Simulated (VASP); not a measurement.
Here is a VASP 6.6.1 calculation.

File INCAR:

```
  PREC = Accurate
  ENCUT = 600
  EDIFF = 1E-6
  ISMEAR = 1
  SIGMA = 0.15
  LREAL = False
  LASPH = True
  NELM = 80
  ALGO = Normal
  ISIF = 3
  LWAVE = False
  LCHARG = False
  GGA = PS
  IBRION = 2
  NSW = 80
  EDIFFG = -0.01
  PSTRESS = 100.0
```

The input KPOINTS:

```
Automatic mesh
0
Gamma
  8 8 8
```

File POSCAR:

```
Sn2Ir
1.0
    0.0000000000      3.1690000000      3.1690000000
    3.1690000000      0.0000000000      3.1690000000
    3.1690000000      3.1690000000      0.0000000000
Sn Ir
2 1
Direct
    0.2500000000      0.2500000000      0.2500000000
    0.7500000000      0.7500000000      0.7500000000
    0.0000000000      0.0000000000      0.0000000000
```

Potentials or basis: VASP PAW PBE potentials, release 64 (Sn_d, Ir).

Command:

```console
$ cat potpaw_PBE.64/Sn_d/POTCAR potpaw_PBE.64/Ir/POTCAR > POTCAR
$ mpirun -np 1 vasp_std > vasp.out
```

**Question.** What does it give for the relaxed volume?

**Answer.** 19.92 Å³/atom.

**Question.** Estimate the relaxed cell.

**Answer.** a = 4.388 Å, b = 4.388 Å, c = 4.388 Å, α = 60.00°, β = 60.00°, γ = 60.00°.

Step by step:
```csv
step,energy change (eV),largest force (eV/Å),pressure (GPa),volume (Å³)
1,0.0000,0.0000,0.53,63.65
2,1.1469,0.0000,40.37,52.78
3,0.1069,0.0000,9.50,59.97
4,0.1152,0.0000,9.86,59.83
5,0.1198,0.0000,10.07,59.76
```

Caveat: the cell is relaxed towards a set pressure, so the enthalpy falls and the energy may rise; the PAW data sets were made with another functional, which shifts forces and pressure a little.
